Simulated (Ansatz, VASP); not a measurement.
**BN: VASP beside Ansatz**

```xyz
4
Lattice="2.5040 0.0000 0.0000 -1.2520 2.1685 0.0000 0.0000 0.0000 6.4614" Properties=species:S:1:pos:R:3 pbc="T T T"
B     0.0000    1.4457    1.6153
B     1.2520    0.7228    4.8460
N     0.0000    1.4457    4.8460
N     1.2520    0.7228    1.6153
```

Change from the starting cell: zz strain of -3 %.

Alike in both runs: task single point; functional PBE; k mesh 11 × 11 × 4; occupations fermi-dirac, width 0.02 eV; no spin polarisation.

|  | VASP | Ansatz |
| --- | --- | --- |
| version | VASP 6.6.1 | Ansatz 0.2.0 |
| potentials or method | VASP PAW PBE potentials, release 64 (B, N), cutoff 520 eV | all-electron LAPW, scalar-relativistic |

VASP gave:

| Quantity | Value |
| --- | --- |
| gap on the k mesh at the Fermi level (eV) | 4.29 |
| pressure (GPa) | 3.9 |
| traceless stress, the component that is largest in VASP (GPa) | -0.01 |

Problem. Which values does Ansatz return?

Solution. gap on the k mesh at the Fermi level (eV): 4.29; pressure (GPa): 3.8; traceless stress, the component that is largest in VASP (GPa): 0.25.

Ansatz ran all-electron here, and VASP with PAW potentials.
